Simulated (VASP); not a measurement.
Set up this calculation in VASP 6.6.1, as the native input.

```
Task                   : single point
Functional             : PBE
Potentials or basis    : VASP PAW PBE potentials, release 64 (W_sv)
Cutoff                 : 520 eV
k mesh                 : 11 × 11 × 11
Occupations            : fermi-dirac, width 0.1 eV
Spin                   : no spin polarisation
Dipole correction      : no
Further INCAR settings : ALGO = Normal; EDIFF = 1e-07; NBANDS = 21
```

The structure of W lies in POSCAR:

```
W
1.0
    0.0000000000      2.9160588250      2.9160588250
    2.9160588250      0.0000000000      2.9160588250
    2.9160588250      2.9160588250      0.0000000000
W
2
Direct
    0.1250000000      0.1250000000      0.1250000000
    0.8750000000      0.8750000000      0.8750000000
```

These files were run (other wordings do the same):

INCAR

```
PREC = Accurate ; ENCUT = 520
EDIFF = 1E-7 ; ISMEAR = -1
SIGMA = 0.1 ; LREAL = F
LASPH = T ; NELM = 60
ALGO = Normal ; ISIF = 2
LWAVE = F ; LCHARG = T
GGA = PE ; LELF = T
LVHAR = T ; NBANDS = 21
```

KPOINTS

```
Automatic mesh
0
Gamma
  11 11 11
```

Potentials or basis: VASP PAW PBE potentials, release 64 (W_sv).

Command:

```console
$ cat potpaw_PBE.64/W_sv/POTCAR > POTCAR
$ mpirun -np 1 vasp_std > vasp.out
```

Results of the run:

```yaml
Pressure: 0.5 GPa
Band_gap_on_the_k_mesh: zero (band 14 reaches 5.76 eV, above the bottom of band 15 at 4.77 eV)
```

Caveat: spin-orbit coupling is left out, which moves the levels of the heavy elements.

Wall time 24 s on 1 thread of Intel(R) Xeon(R) 6975P-C (Granite Rapids) (shared host), peak memory 0.19 GiB.
